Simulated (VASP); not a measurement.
Wanted: the native input for a VASP 6.6.1 run.

| Quantity | Value |
| --- | --- |
| Task | single point |
| Functional | PBE |
| Potentials or basis | VASP PAW PBE potentials, release 64 (Hg_sv_GW) |
| Cutoff | 550 eV |
| k mesh | 9 × 9 × 10 |
| Occupations | gaussian, width 0.05 eV |
| Spin | no spin polarisation |
| Dipole correction | no |
| Further INCAR settings | ALGO = Normal; EDIFF = 1e-06; NBANDS = 37 |

The structure of Hg lies in POSCAR:

```
Hg
1.0
    4.4473209336      0.0000000000      0.0000000000
   -2.2236604668      3.8514929073      0.0000000000
    0.0000000000      0.0000000000      3.7909982407
Hg
3
Direct
    0.3333333333      0.6666666667      0.5000000000
    0.0000000000      0.0000000000      0.0000000000
    0.6666666667      0.3333333333      0.5000000000
```

These files were run (other wordings do the same):

INCAR

```
PREC = Accurate ; ENCUT = 550
EDIFF = 1E-6 ; ISMEAR = 0
SIGMA = 0.05 ; LREAL = F
LASPH = T ; NELM = 120
ALGO = Normal ; ISIF = 2
LWAVE = F ; LCHARG = T
GGA = PE ; LELF = T
LVHAR = T ; NBANDS = 37
GGA_COMPAT = F
```

KPOINTS

```
regular mesh
0
Gamma
  9 9 10
```

Potentials or basis: VASP PAW PBE potentials, release 64 (Hg_sv_GW).

Run with:

```bash
$ cat potpaw_PBE.64/Hg_sv_GW/POTCAR > POTCAR
$ mpirun -np 1 vasp_std > vasp.out
```

It gave:

| Item | Value |
| --- | --- |
| Pressure | 19.5 GPa |
| Band gap on the k mesh | zero (bands 30 and 31 overlap by 6.43 eV) |

Caveat: the stress differs along the axes, from 7 to 26 GPa; spin-orbit coupling is left out, which moves the levels of the heavy elements.

It took 3.6 min on 1 thread of Intel(R) Xeon(R) Platinum 8259CL CPU @ 2.50GHz (Skylake/Cascade Lake), on a shared host, peak memory 0.3 GiB.
